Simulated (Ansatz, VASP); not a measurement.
AlN in VASP and in Ansatz

```
Al N
1.0
     3.33574    0.00000    0.00000
    -1.66787    2.88883    0.00000
     0.00000    0.00000    3.86078
Al N
2 2
Direct
  0.33333 0.66667 0.75000
  0.66667 0.33333 0.25000
  0.33333 0.66667 0.25000
  0.66667 0.33333 0.75000
```

Alike in both runs: task single point; functional PBEsol; k mesh 9 × 9 × 6; occupations gaussian, width 0.05 eV; no spin polarisation.

```csv
,VASP,Ansatz
version,VASP 6.6.1,Ansatz 0.2.0
potentials or method,"VASP PAW PBE potentials, release 64 (Al, N), cutoff 520 eV","scalar-relativistic, plane waves, PAW"
valence electrons in the cell,16,16
```

|  | VASP | Ansatz | Ansatz less VASP |
| --- | --- | --- | --- |
| gap on the k mesh at the Fermi level (eV) | 3.86 | 3.85 | -0.012 |
| least direct gap on the mesh (eV) | 3.86 | 3.85 | -0.012 |
| pressure (GPa) | 12.5 | 12.4 | -0.10 |
| traceless stress, the component that is largest in VASP (GPa) | 15.30 | 15.09 | -0.211 |

VASP's potentials were made for PBE, not for PBEsol, and Ansatz warns of the same on its side. With one functional, cell and mesh, what is left measures potentials, basis and numerics.
